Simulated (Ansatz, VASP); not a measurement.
**NiO: VASP beside Ansatz**

```xyz
2
Lattice="0.0000 2.0859 2.0859 2.0859 0.0000 2.0859 2.0859 2.0859 0.0000" Properties=species:S:1:pos:R:3 pbc="T T T"
Ni    0.0000    0.0000    0.0000
O     2.0859    2.0859    2.0859
```

Alike in both runs: task single point; functional r2SCAN0; k mesh 6 × 6 × 6; occupations fermi-dirac, width 0.05 eV; collinear spin.

|  | VASP | Ansatz |
| --- | --- | --- |
| version | VASP 6.6.1 | Ansatz 0.2.0 |
| potentials or method | VASP PAW PBE potentials, release 64 (Ni, O) | Ansatz PAW |
| plane-wave cutoff (eV) | 520 | 500 |
| valence electrons in the cell | 16 | 24 |

```csv
,VASP,Ansatz,Ansatz less VASP
gap on the k mesh at the Fermi level (eV),4.89,4.88,-0.008
least direct gap on the mesh (eV),5.88,5.95,+0.072
pressure (GPa),0.5,0.1,-0.44
net moment per atom (μB),1.00,1.00,+0.001
size of the moment on the site where the two differ most (μB),1.78,1.76,-0.018
```

VASP's potentials were made for PBE, not for r2SCAN0. Site moments also hang on the region over which each program counts them. VASP's potentials hold 16 valence electrons a cell and Ansatz's 24, so a difference there can come from the potentials and not from the codes.

The k mesh is coarse, so the values compare programs but aren't converged. Noted on Ansatz's run: the magnetic or orbital state may not be the lowest.
